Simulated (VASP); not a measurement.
A run of VASP 6.6.1:

File INCAR:

```
PREC     = Accurate       # precision mode
ENCUT    = 520            # plane-wave cutoff, eV
EDIFF    = 1E-6           # SCF threshold, eV
ISMEAR   = 0              # smearing method
SIGMA    = 0.01           # smearing width, eV
LREAL    = Auto         
LASPH    = T              # aspherical terms in the spheres
NELM     = 80             # most SCF steps
ALGO     = Normal         # electronic algorithm
ISIF     = 2              # what is computed and relaxed
LWAVE    = F              # write WAVECAR
LCHARG   = F              # write CHGCAR
GGA      = PE             # functional
IBRION   = 2              # ionic algorithm
NSW      = 65             # ionic steps
EDIFFG   = -0.025         # ionic threshold
NELECT   = 218.0
```

File KPOINTS:

```
Automatic mesh
0
Gamma
  1 1 1
```

The input POSCAR:

```
Al27As27H
1.0
    0.0000000000      8.5918684793     -8.5918684793
    8.5918684793      8.5918684793      0.0000000000
    8.5918684793      0.0000000000     -8.5918684793
Al As H
27 27 1
Direct
    0.3333283534      0.6666616868      0.6666816064
    0.3349706821      0.9988582440      0.6655249107
    0.3349706821      0.3339794965      0.6655249107
    0.0006461632      0.6683040154      0.6655249107
    0.0006461632     -0.0011417560      0.6655249107
   -0.0077079229      0.3256254104      0.6897904355
    0.6655249107      0.6683040154      0.6655249107
    0.6666666667      0.0000000000      0.6666666667
    0.6655249107      0.3339794965      0.6655249107
    0.3333283534      0.6666616868      0.3333283534
    0.3333283534      0.0000149397      0.3333283534
    0.3308529783      0.3358136884      0.3308529783
    0.0024803550      0.6641863116      0.3308529783
    0.0006461632     -0.0011417560      0.3349706821
    0.0024803550      0.3358136884      0.3308529783
    0.6666816064      0.6666616868      0.3333283534
    0.6655249107     -0.0011417560      0.3349706821
    0.6655249107      0.3339794965      0.3349706821
    0.3308529783      0.6641863116      1.0024803550
    0.3349706821     -0.0011417560      1.0006461632
    0.3308529783      0.3358136884      1.0024803550
    0.0024803550      0.6641863116      1.0024803550
   -0.0077079229      0.0231237688      0.9922920771
   -0.0077079229      0.3256254104      0.9922920771
    0.6655249107      0.6683040154      1.0006461632
    0.6655249107     -0.0011417560      1.0006461632
    0.6897904355      0.3256254104      0.9922920771
    0.4166666667      0.7500000000      0.4166666667
    0.4161981708      0.0842017124      0.4161981708
    0.4161981708      0.4167352794      0.4161981708
    0.0834019461      0.7495315041      0.4161981708
    0.0834019461      0.0842017124      0.4161981708
    0.0805124986      0.4138458319      0.4251291709
    0.7508683791      0.7495315041      0.4161981708
    0.7500495028      0.0833828362      0.4165181581
    0.7508683791      0.4167352794      0.4161981708
    0.4161981708      0.7495315041      0.0834019461
    0.4161981708      0.0842017124      0.0834019461
    0.4251291709      0.4138458319      0.0805124986
    0.0805124986      0.7584625042      0.0805124986
    0.0869773223      0.0796893443      0.0869773223
    0.0805124986      0.4138458319      0.0805124986
    0.7508683791      0.7495315041      0.0834019461
    0.7463560110      0.0796893443      0.0869773223
    0.7463560110      0.4203106557      0.0869773223
    0.4161981708      0.7495315041      0.7508683791
    0.4165181581      0.0833828362      0.7500495028
    0.4161981708      0.4167352794      0.7508683791
    0.0834019461      0.7495315041      0.7508683791
    0.0869773223      0.0796893443      0.7463560110
    0.0869773223      0.4203106557      0.7463560110
    0.7500495028      0.7498514915      0.7500495028
    0.7500495028      0.0833828362      0.7500495028
    0.7463560110      0.4203106557      0.7463560110
    0.9166666667      0.2500000000      0.9166666667
```

Potentials or basis: VASP PAW PBE potentials, release 64 (Al, As, H).

Command:

```sh
$ cat potpaw_PBE.64/Al/POTCAR potpaw_PBE.64/As/POTCAR potpaw_PBE.64/H/POTCAR > POTCAR
$ mpirun -np 1 vasp_gam > vasp.out
```

Hardware: 1 thread of Oxide Virtual Turin-like Processor, on a shared host.

How long does it take, and how much memory?

It took 19 min on 1 thread of Oxide Virtual Turin-like Processor, on a shared host, peak memory 1.5 GiB. Counts: scf iterations 37, k points 1, ion steps 5.
